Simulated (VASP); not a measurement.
Set up this calculation in VASP 6.6.1, as the native input.

```yaml
Task: single point
Functional: PBE
Potentials_or_basis: VASP PAW PBE potentials, release 64 (Ba_sv, Tl_d, B)
Cutoff: 520 eV
k_mesh: 8 × 8 × 8
Occupations: gaussian, width 0.1 eV
Spin: no spin polarisation
Dipole_correction: no
Further_INCAR_settings: ALGO = Fast; EDIFF = 1e-07; NBANDS = 34
```

The structure of BaTl3B lies in POSCAR:

```
BaTl3B
1.0
    5.2492555246      0.0000000000      0.0000000000
    0.0000000000      5.2492555246      0.0000000000
    0.0000000000      0.0000000000      5.2492555246
Ba Tl B
1 3 1
Direct
    0.0000000000      0.0000000000      0.0000000000
    0.0000000000      0.5000000000      0.5000000000
    0.5000000000      0.0000000000      0.5000000000
    0.5000000000      0.5000000000      0.0000000000
    0.5000000000      0.5000000000      0.5000000000
```

These files were run (other wordings do the same):

INCAR

```
SYSTEM = BaTl3B
PREC     = Accurate       ! precision mode
ENCUT    = 520            ! plane-wave cutoff, eV
EDIFF    = 1E-7           ! SCF threshold, eV
ISMEAR   = 0              ! smearing method
SIGMA    = 0.1            ! smearing width, eV
LREAL    = .False.        ! projectors in reciprocal space
LASPH    = .True.         ! aspherical terms in the spheres
NELM     = 100            ! most SCF steps
ALGO     = Fast           ! electronic algorithm
ISIF     = 2              ! what is computed and relaxed
LWAVE    = .False.        ! write WAVECAR
LCHARG   = .True.         ! write CHGCAR
GGA      = PE             ! functional
LELF     = .True.         ! ELF
LVHAR    = .True.       
NBANDS   = 34             ! bands
```

KPOINTS

```
Automatic mesh
0
Gamma
  8 8 8
  0 0 0
```

Potentials or basis: VASP PAW PBE potentials, release 64 (Ba_sv, Tl_d, B).

Run with:

```console
$ cat potpaw_PBE.64/Ba_sv/POTCAR potpaw_PBE.64/Tl_d/POTCAR potpaw_PBE.64/B/POTCAR > POTCAR
$ mpirun -np 1 vasp_std > vasp.out
```

Results of the run:

```yaml
Pressure: 0.1 GPa
Band_gap_on_the_k_mesh: zero (band 26 reaches 5.33 eV, above the bottom of band 27 at 4.70 eV)
```

Caveat: spin-orbit coupling is left out, which moves the levels of the heavy elements.

It took 4.6 min on 1 thread of Intel Xeon 6975P-C, on a shared host, peak memory 0.35 GiB.
